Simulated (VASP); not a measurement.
A run of VASP 6.6.1 is set up as follows.

File INCAR:

```
PREC = Accurate
ENCUT = 600
EDIFF = 1E-6
ISMEAR = 0
SIGMA = 0.05
LREAL = F
LASPH = T
NELM = 120
ALGO = Normal
ISIF = 2
LWAVE = F
LCHARG = T
GGA = PS
LELF = T
LVHAR = T
NBANDS = 16
GGA_COMPAT = F
```

Contents of KPOINTS:

```
regular mesh
0
Gamma
  12 12 6
```

Contents of POSCAR:

```
AlN
1.0
    3.0176720870      0.0000000000      0.0000000000
   -1.5088360435      2.6133806877      0.0000000000
    0.0000000000      0.0000000000      4.8286600000
Al N
2 2
Direct
    0.3333333333      0.6666666667      0.0000000000
    0.6666666667      0.3333333333      0.5000000000
    0.3333333333      0.6666666667      0.3850000000
    0.6666666667      0.3333333333      0.8850000000
```

Potentials or basis: VASP PAW PBE potentials, release 64 (Al, N).

The run is started by

```console
$ cat potpaw_PBE.64/Al/POTCAR potpaw_PBE.64/N/POTCAR > POTCAR
$ mpirun -np 1 vasp_std > vasp.out
```

Problem. Predict the pressure.

Solution. 22.7 GPa.

Problem. Estimate the largest force.

Solution. 0.183 eV/Å.

Problem. Predict the band gap on the k mesh.

Solution. 4.89 eV (least direct gap 4.91 eV).

Stress tensor (GPa, compression positive):
```
24.36  0.00  0.00
 0.00 24.36  0.00
 0.00  0.00 19.51
```

Caveat: the cell differs from its parent crystal (strain -0.030 along x and y, -0.030 along z); the cell stands under pressure; the PAW data sets were made with another functional, which shifts forces and pressure a little. A k mesh can miss the band edges.
